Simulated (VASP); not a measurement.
# Ge in VASP: a series of runs

Ge is run at these levels: PBE; tasks: single point, relaxation of cell and atoms.

Program: VASP 6.6.1. These are calculated values, not measurements. Logs are shortened: lines on timing, memory, paths and dates and some standing lists are left out, and cuts for length are marked.

## (1) The cell of the first run

It takes space group C2/m (No. 12, monoclinic). The conventional cell has a = 3.885 Å, b = 3.772 Å, c = 2.746 Å, α = 90.00°, β = 93.36°, γ = 90.00°. Ge (site symmetry 2/m) has 6 Ge at 2.71 to 2.75 Å within 3.6 Å.

## (2) Single point, PBE

File INCAR:

```
SYSTEM = Ge
ALGO = Normal
EDIFF = 1E-7
ENCUT = 520
GGA = PE
ISIF = 2
ISMEAR = 0
LASPH = .True.
LCHARG = .False.
LREAL = .False.
LWAVE = .False.
NBANDS = 13
NELM = 60
PREC = Accurate
SIGMA = 0.1
```

File KPOINTS:

```
k-points
0
Gamma
  8 8 6
  0 0 0
```

File POSCAR:

```
Ge
1.0
    1.9253343860     -1.8858865104      0.2565496617
    1.9253343860      1.8858865104      0.2565496617
   -0.5215237998      0.0000000000      2.6960777382
Ge
1
Direct
    0.5000000000      0.5000000000      0.5000000000
```

Potentials or basis: VASP PAW PBE potentials, release 64 (Ge_d).

Command:

```console
cat potpaw_PBE.64/Ge_d/POTCAR > POTCAR
mpirun -np 1 vasp_std > vasp.out
```

OUTCAR:

```text
SYSTEM = Ge
   EDIFF = 1E-7
   ENCUT = 520
   GGA = PE
   ISIF = 2
   ISMEAR = 0
   LASPH = .True.
   LREAL = .False.
   NELM = 60
   PREC = Accurate

 ion  position               nearest neighbor table
   1  0.500  0.500  0.500-

  LATTYP: Found a base centered monoclinic cell.
 ALAT       =     3.8847034517
 B/A-ratio  =     0.9709294590
 C/A-ratio  =     0.7068894178
 COS(beta)  =    -0.0585754084

  Lattice vectors:

 A1 = (   1.9253343860,  -1.8858865104,   0.2565496617)
 A2 = (   1.9253343860,   1.8858865104,   0.2565496617)
 A3 = (  -0.5215237998,   0.0000000000,   2.6960777382)

Analysis of symmetry for initial positions (statically):
=====================================================================
 Subroutine PRICEL returns:
 Original cell was already a primitive cell.

 Routine SETGRP: Setting up the symmetry group for a
 base centered monoclinic supercell.

 Subroutine GETGRP returns: Found  4 space group operations
 (whereof  4 operations were pure point group operations)
 out of a pool of  4 trial point group operations.

The static configuration has the point symmetry C_2h.

Analysis of symmetry for dynamics (positions and initial velocities):
=====================================================================
 Subroutine PRICEL returns:
 Original cell was already a primitive cell.

 Routine SETGRP: Setting up the symmetry group for a
 base centered monoclinic supercell.

 Subroutine GETGRP returns: Found  4 space group operations
 (whereof  4 operations were pure point group operations)
 out of a pool of  4 trial point group operations.

The dynamic configuration has the point symmetry C_2h.

 Subroutine INISYM returns: Found  4 space group operations
 (whereof  4 operations are pure point group operations),
 and found     1 'primitive' translations

----------------------------------------------------------------------------------------

                                     Primitive cell

  volume of cell :      20.0834

  direct lattice vectors                    reciprocal lattice vectors
     1.925334386 -1.885886510  0.256549662     0.253169578 -0.265127301  0.048972609
     1.925334386  1.885886510  0.256549662     0.253169578  0.265127301  0.048972609
    -0.521523800  0.000000000  2.696077738    -0.048181526  0.000000000  0.361589050

  length of vectors
     2.707267655  2.707267655  2.746055761     0.369845423  0.369845423  0.364785006

  position of ions in fractional coordinates (direct lattice)
     0.500000000  0.500000000  0.500000000

  ion indices of the primitive-cell ions
   primitive index   ion index
                 1           1

----------------------------------------------------------------------------------------

 KPOINTS: k-points

Automatic generation of k-mesh.
 Grid dimensions read from file:
 generate k-points for:    8    8    6

 Generating k-lattice:

  Cartesian coordinates                     Fractional coordinates (reciprocal lattice)
     0.031646197 -0.033140913  0.006121576     0.125000000  0.000000000  0.000000000
     0.031646197  0.033140913  0.006121576     0.000000000  0.125000000  0.000000000
    -0.008030254  0.000000000  0.060264842    -0.000000000 -0.000000000  0.166666667

  Length of vectors
     0.046230678  0.046230678  0.060797501

  Shift w.r.t. Gamma in fractional coordinates (k-lattice)
     0.000000000  0.000000000  0.000000000

 Subroutine IBZKPT returns following result:
 ===========================================

 Found    114 irreducible k-points:

 Following reciprocal coordinates:
            Coordinates               Weight
  0.000000  0.000000  0.000000      1.000000
  0.125000 -0.000000 -0.000000      4.000000
  0.250000 -0.000000 -0.000000      4.000000
  0.375000 -0.000000 -0.000000      4.000000
  0.500000 -0.000000 -0.000000      2.000000
  0.125000  0.125000 -0.000000      2.000000
[... 16 lines left out ...]
  0.125000 -0.000000  0.166667      4.000000
  0.250000 -0.000000  0.166667      4.000000
 [... further k-points ...]
   k-points           NKPTS =    114   k-points in BZ     NKDIM =    114   number of bands    NBANDS=     13
   number of dos      NEDOS =    301   number of ions     NIONS =      1
   total plane-waves  NPLWV =   8000
   dimension x,y,z NGX =    20 NGY =   20 NGZ =   20
   dimension x,y,z NGXF=    40 NGYF=   40 NGZF=   40
   ions per type =               1
   NGX,Y,Z   is equivalent  to a cutoff of  12.28, 12.28, 12.11 a.u.
   NGXF,Y,Z  is equivalent  to a cutoff of  24.56, 24.56, 24.22 a.u.
 SYSTEM =  Ge
   PREC   = accura    normal or accurate (medium, high low for compatibility)
   ISTART =      0    job   : 0-new  1-cont  2-samecut
   ICHARG =      2    charge: 1-file 2-atom 10-const
   ISPIN  =      1    spin polarized calculation?
   LNONCOLLINEAR =      F non collinear calculations
   LSORBIT =      F    spin-orbit coupling
   LASPH  =      T    aspherical Exc in radial PAW
   ENCUT  =  520.0 eV  38.22 Ry    6.18 a.u.   5.03  5.03  5.11*2*pi/ulx,y,z
   NELM   =     60;   NELMIN=  2; NELMDL= -5     # of ELM steps
   EDIFF  = 0.1E-06   stopping-criterion for ELM
   LREAL  =      F    real-space projection
   EDIFFG = 0.1E-05   stopping-criterion for IOM
   NSW    =      0    number of steps for IOM
   IBRION =     -1    ionic relax: 0-MD 1-quasi-New 2-CG
   NFREE  =      0    steps in history (QN), initial steepest desc. (CG)
   ISIF   =      2    stress and relaxation
   ISYM   =      2    0-nonsym 1-usesym 2-fastsym
   POTIM  = 0.5000    time-step for ionic-motion
   TEBEG  =    0.0;   TEEND  =   0.0 temperature during run
   PSTRESS=    0.0 pullay stress
   NELECT =      14.0000    total number of electrons
   NUPDOWN=      -1.0000    fix difference up-down
   EMIN   =  10.00;   EMAX   =-10.00  energy-range for DOS
   EFERMI =   0.00;   METHOD = LEGACY
   ISMEAR =     0;   SIGMA  =   0.10  broadening in eV -4-tet -1-fermi 0-gaus
   EFERMI_NEDOS =   21; number of points for ismear=-14 and -15
   IALGO  =     38    algorithm
   IMIX   =      4    mixing-type and parameters
     AMIX     =   0.40;   BMIX     =  1.00
     AMIX_MAG =   1.60;   BMIX_MAG =  1.00
  volume/ion in A,a.u.               =      20.08       135.53
  Fermi-wavevector in a.u.,A,eV,Ry     =   1.451572  2.743074 28.668324  2.107062
  Thomas-Fermi vector in A             =   2.569054
   LORBIT       =      0    0 simple, 1 ext, 2 COOP (PROOUT), +10 PAW based schemes
   GGA     = PE    functional components
   LHFCALC =     F    Hartree Fock is set to
   AEXX    =    0.0000 exact exchange contribution
   IVDW    =     0    specifies the selected vdW correction
   LEPSILON=     F    determine dielectric tensor
   LRPA    =     F    only Hartree local field effects (RPA)
 non-spin polarized calculation
 Gauss-broadening in eV      SIGMA  =   0.10
  energy-cutoff  :      520.00
  volume of cell :       20.08
 maximum number of plane-waves:       550
   NGX = 11   NGY = 11   NGZ = 11

 number of electron      13.9999992 magnetization

 Free energy of the ion-electron system (eV)
  ---------------------------------------------------
  ext. energy  EPLUGINS =         0.00000000
  ---------------------------------------------------
  free energy    TOTEN  =        -4.24911969 eV

  energy without entropy =       -4.24694307  energy(sigma->0) =       -4.24803138

 E-fermi :   5.8221     XC(G=0): -10.8715

 val. band max:        5.7965274222   @ k =   0.2500   0.1250  -0.0000
 cond. band min:       5.8847982766   @ k =  -0.3750   0.1250   0.3333
 fundamental gap:      0.0882708543
 Fermi energy:         5.8221375495

 k-point     1 :       0.0000    0.0000    0.0000
  band No.  band energies     occupation
      1     -18.8286      2.00000
      2     -18.8229      2.00000
      3     -18.5975      2.00000
      4     -18.5925      2.00000
      5     -18.5808      2.00000
      6      -6.8319      2.00000
      7      12.0071      0.00000
      8      12.4852      0.00000
      9      12.6916      0.00000
     10      15.6911      0.00000
     11      15.9852      0.00000
     12      18.2147      0.00000
     13      32.6986      0.00000

 k-point     2 :       0.1250   -0.0000   -0.0000
  band No.  band energies     occupation
      1     -18.8226      2.00000
      2     -18.7987      2.00000
      3     -18.6048      2.00000
      4     -18.5964      2.00000
      5     -18.5876      2.00000
      6      -6.5251      2.00000
      7       9.3917      0.00000
      8      12.3076      0.00000
      9      12.8810      0.00000
     10      16.0248      0.00000
     11      17.4547      0.00000
     12      20.6528      0.00000
     13      28.9580      0.00000

 k-point     3 :       0.2500   -0.0000   -0.0000
  band No.  band energies     occupation
      1     -18.8177      2.00000
      2     -18.7312      2.00000
      3     -18.6271      2.00000
      4     -18.6148      2.00000
      5     -18.5900      2.00000
      6      -5.6159      2.00000
      7       5.4229      2.00000
      8      13.1005      0.00000
      9      13.6905      0.00000
     10      16.8504      0.00000
     11      18.4444      0.00000
     12      24.9154      0.00000
     13      25.6578      0.00000
[... 305 lines left out ...]
 k-point    23 :       0.1250   -0.0000    0.1667
  band No.  band energies     occupation
      1     -18.8079      2.00000
      2     -18.7678      2.00000
      3     -18.6185      2.00000
      4     -18.6066      2.00000
      5     -18.5906      2.00000
      6      -5.9713      2.00000
      7       7.8184      0.00000
      8       9.7353      0.00000
      9      13.3686      0.00000
     10      17.4720      0.00000
     11      21.0662      0.00000
     12      21.9975      0.00000
     13      26.1129      0.00000

 k-point    24 :       0.2500   -0.0000    0.1667
  band No.  band energies     occupation
      1     -18.7913      2.00000
      2     -18.7108      2.00000
      3     -18.6426      2.00000
      4     -18.6151      2.00000
      5     -18.6029      2.00000
      6      -5.0355      2.00000
      7       5.7282      1.81599
      8       8.6073      0.00000
      9      14.2116      0.00000
     10      18.3081      0.00000
     11      20.9625      0.00000
     12      23.6431      0.00000
     13      25.9117      0.00000

 [... further k-points ...]
[... 5 lines left out ...]
  --------------------------------------------------------------------------------------
  -------------------------------------------------------------------------------------
  Total        0.0016510     -0.0122833      0.0406011      0.0000000      0.0000000     -0.0251006
  in kB        0.1317140     -0.9799138      3.2390088      0.0000000      0.0000000     -2.0024313
  external PRESSURE =       0.7969363 kB  Pullay stress =       0.0000000 kB

 VOLUME and BASIS-vectors are now :
 -----------------------------------------------------------------------------
  energy-cutoff  :      520.00
  volume of cell :       20.08
      direct lattice vectors                 reciprocal lattice vectors
     1.925334386 -1.885886510  0.256549662     0.253169578 -0.265127301  0.048972609
     1.925334386  1.885886510  0.256549662     0.253169578  0.265127301  0.048972609
    -0.521523800  0.000000000  2.696077738    -0.048181526  0.000000000  0.361589050

 POSITION                                       TOTAL-FORCE (eV/Angst)
 -----------------------------------------------------------------------------------
      1.66457      0.00000      1.60459         0.000000     -0.000000      0.000000
 -----------------------------------------------------------------------------------
    total drift:                                0.000000      0.000000     -0.000000

  FREE ENERGIE OF THE ION-ELECTRON SYSTEM (eV)
  ---------------------------------------------------
  free  energy   TOTEN  =        -4.2491196862 eV

  energy  without entropy=       -4.2469430706  energy(sigma->0) =       -4.24803138
```

It took 14 s on 1 thread of Intel Xeon Platinum 8259CL at 2.50GHz (Skylake/Cascade Lake), shared host; peak memory 0.14 GiB.

What came out:

```
Free energy            : -4.2491 eV
Pressure               : 0.1 GPa
Band gap on the k mesh : zero (band 7 reaches 12.01 eV, above the bottom of band 8 at 3.62 eV)
```

Caveat: the k points lie up to 0.38 Å⁻¹ apart.

## (3) Single point, PBE

This run uses another cell than the first one, of 19.93 Å³/atom, 0.992 times its volume.

File INCAR:

```
ALGO = Normal
EDIFF = 1E-6
ENCUT = 520
GGA = PE
ISIF = 2
ISMEAR = 0
LASPH = T
LCHARG = T
LELF = T
LREAL = F
LVHAR = T
LWAVE = F
NBANDS = 13
NELM = 60
PREC = Accurate
SIGMA = 0.1
```

File KPOINTS:

```
k-points
0
Gamma
  24 24 24
```

File POSCAR:

```
Ge
1.0
    1.9167747542      1.1066504203      1.5657254815
   -1.9167747542      1.1066504203      1.5657254815
    0.0000000000     -2.2133008407      1.5657254815
Ge
1
Direct
    0.5000000000      0.5000000000      0.5000000000
```

Potentials or basis: VASP PAW PBE potentials, release 64 (Ge_d).

Command:

```console
cat potpaw_PBE.64/Ge_d/POTCAR > POTCAR
mpirun -np 1 vasp_std > vasp.out
```

It took 92 s on 1 thread of Intel Xeon Platinum 8488C (Sapphire Rapids), shared host; peak memory 0.39 GiB.

It converged, with:

```yaml
Free_energy: -4.2738 eV
Pressure: -0.1 GPa
Band_gap_on_the_k_mesh: zero (band 7 reaches 12.49 eV, above the bottom of band 8 at 3.39 eV)
```

Levels at points of the mesh, in eV from the Fermi level:
```
           k point  band 5  band 6  band 7  band 8  band 9  band 10
(0.00, 0.00, 0.00)  -24.42  -12.72    6.59    6.59    6.59    10.03
(0.50, 0.00, 0.00)  -24.42   -9.01   -5.56    9.43    9.44    13.23
(0.50, 0.50, 0.00)  -24.35   -5.08   -2.51   -2.51    3.20    12.22
(0.50, 0.50, 0.50)  -24.34   -0.56    0.33    0.34    0.34     6.90
```

## (4) Relaxation of cell and atoms, PBE

File INCAR:

```
PREC = Accurate
ENCUT = 600
EDIFF = 1E-7
ISMEAR = 0
SIGMA = 0.1
LREAL = False
LASPH = True
NELM = 60
ALGO = Normal
ISIF = 3
LWAVE = False
LCHARG = False
GGA = PE
IBRION = 2
NSW = 100
EDIFFG = -0.01
```

File KPOINTS:

```
Automatic mesh
0
Gamma
  24 24 24
```

File POSCAR:

```
Ge
1.0
    1.8865156111      1.0891802959      1.6289554474
   -1.8865156111      1.0891802959      1.6289554474
    0.0000000000     -2.1783605918      1.6289554474
Ge
1
Direct
    0.5000000000      0.5000000000      0.5000000000
```

Command:

```console
cat potpaw_PBE.64/Ge_d/POTCAR > POTCAR
mpirun -np 1 vasp_std > vasp.out
```

Run time: 10 min. Hardware: 1 thread of Intel Xeon Platinum 8488C (Sapphire Rapids), shared host; peak memory 0.48 GiB.

Results (log left out):

* Free energy: -4.2739 eV
* Relaxed volume: 19.93 Å³/atom
* Relaxed cell: a = 2.711 Å, b = 2.711 Å, c = 2.711 Å, α = 90.01°, β = 90.01°, γ = 90.01°
* Space group after relaxing (to 0.05 Å): Pm-3m (No. 221)
* Energy gained by relaxing: 2.8 meV/atom
* Ionic steps: 10
* Pressure after relaxing: 0.0 GPa
* Band gap on the k mesh: zero (band 7 reaches 12.49 eV, above the bottom of band 8 at 3.39 eV)

The path:
```tsv
step	energy change (eV)	largest force (eV/Å)	pressure (GPa)	volume (Å³)
1	0.0000	0.0000	-0.51	20.08
2	-0.0007	0.0000	0.06	19.90
3	-0.0007	0.0000	0.41	19.80
4	-0.0014	0.0000	0.49	19.82
5	-0.0026	0.0000	0.23	19.86
6	0.0005	0.0000	-0.02	19.92
7	-0.0027	0.0000	0.21	19.87
8	-0.0027	0.0000	0.20	19.88
9	-0.0027	0.0000	-0.24	20.02
10	-0.0028	0.0000	0.01	19.93
```

Final structure:
```
Ge
1.0
     1.91730    1.10695    1.56501
    -1.91730    1.10695    1.56501
     0.00000   -2.21391    1.56501
Ge
1
Direct
  0.50000 0.50000 0.50000
```

Levels at points of the mesh, in eV from the Fermi level:
```
           k point  band 4  band 5  band 6  band 7  band 8  band 9  band 10  band 11
(0.00, 0.00, 0.00)  -24.42  -24.42  -12.72    6.59    6.59    6.59    10.03    10.03
(0.50, 0.00, 0.00)  -24.47  -24.42   -9.01   -5.56    9.43    9.43    13.23    15.19
(0.50, 0.50, 0.00)  -24.48  -24.35   -5.08   -2.51   -2.51    3.20    12.22    19.34
(0.50, 0.50, 0.50)  -24.34  -24.34   -0.56    0.34    0.34    0.34     6.90     6.90
```

## (5) The runs side by side

| task | cell | k mesh | cutoff (eV) | gap on the mesh (eV) | pressure (GPa) |
| --- | --- | --- | --- | --- | --- |
| single point | a = 2.707, b = 2.707, c = 2.746 Å, angles 92.4, 92.4, 88.3°, 1 atom | 8 × 8 × 6 | 520 | none | 0.1 |
| single point | a = 2.711 Å, 1 atom | 24 × 24 × 24 | 520 | none | -0.1 |
| relaxation of cell and atoms | relaxed from a = 2.720 Å, angles 87.8°, 1 atom | 24 × 24 × 24 | 600 | none | 0.0 |

Alike in all rows: level PBE; potentials or basis VASP PAW PBE potentials, release 64 (Ge_d); no spin polarisation; smearing gaussian 0.1 eV.

Caveats: some runs use coarse meshes.

Absolute energies hang on the potentials; compare differences alone.
